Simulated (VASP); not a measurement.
Set up this calculation in VASP 6.6.1, as the native input.

- Task: single point
- Functional: LDA
- Potentials or basis: VASP PAW LDA potentials, release 64 (Sn_d, O)
- Cutoff: 520 eV
- k mesh: 8 × 6 × 6
- Occupations: gaussian, width 0.05 eV
- Spin: no spin polarisation
- Dipole correction: no
- Further INCAR settings: ALGO = Normal; EDIFF = 1e-07; NBANDS = 28

The structure of SnO lies in POSCAR:

```
SnO
1.0
    3.3550050000      0.0000000000      0.0000000000
    0.0000000000      5.6741040000      0.0000000000
    0.0000000000      0.0000000000      4.2219700000
Sn O
2 2
Direct
    0.0474213975      0.2599484976      0.4065586856
    0.5000000000      0.7680910000      0.0131440000
    0.0000000000      0.8912500000      0.7368570000
    0.5000000000      0.1087500000      0.2368570000
```

This cell differs from its parent crystal: atom 1 (Sn) moved by (+0.225, -0.450) A along [1 1 0] and z.

These files were run (other wordings do the same):

INCAR

```
SYSTEM = SnO
ALGO = Normal ; EDIFF = 1E-7
ENCUT = 520 ; GGA = CA
ISIF = 2 ; ISMEAR = 0
LASPH = .True. ; LCHARG = .True.
LELF = .True. ; LREAL = .False.
LVHAR = .True. ; LWAVE = .False.
NBANDS = 28 ; NELM = 100
PREC = Accurate ; SIGMA = 0.05
```

KPOINTS

```
k-points
0
Gamma
  8 6 6
  0 0 0
```

Potentials or basis: VASP PAW LDA potentials, release 64 (Sn_d, O).

Launch:

```console
$ cat potpaw_LDA.64/Sn_d/POTCAR potpaw_LDA.64/O/POTCAR > POTCAR
$ mpirun -np 1 vasp_std > vasp.out
```

It gave:

```yaml
Pressure: -1.7 GPa
Largest_force: 3.489 eV/Å
Band_gap_on_the_k_mesh: 0.83 eV, indirect (least direct gap 1.99 eV)
```

Caveat: the cell differs from its parent crystal (atom 1 (Sn) moved by (+0.225, -0.450) A along [1 1 0] and z); spin-orbit coupling is left out, which moves the levels of the heavy elements; forces of over 1 eV/Å act on the atoms, so gaps and moduli don't describe the material at rest.

It took 2 min on 1 thread of Intel(R) Xeon(R) 6975P-C (Granite Rapids) (shared host), peak memory 0.35 GiB.
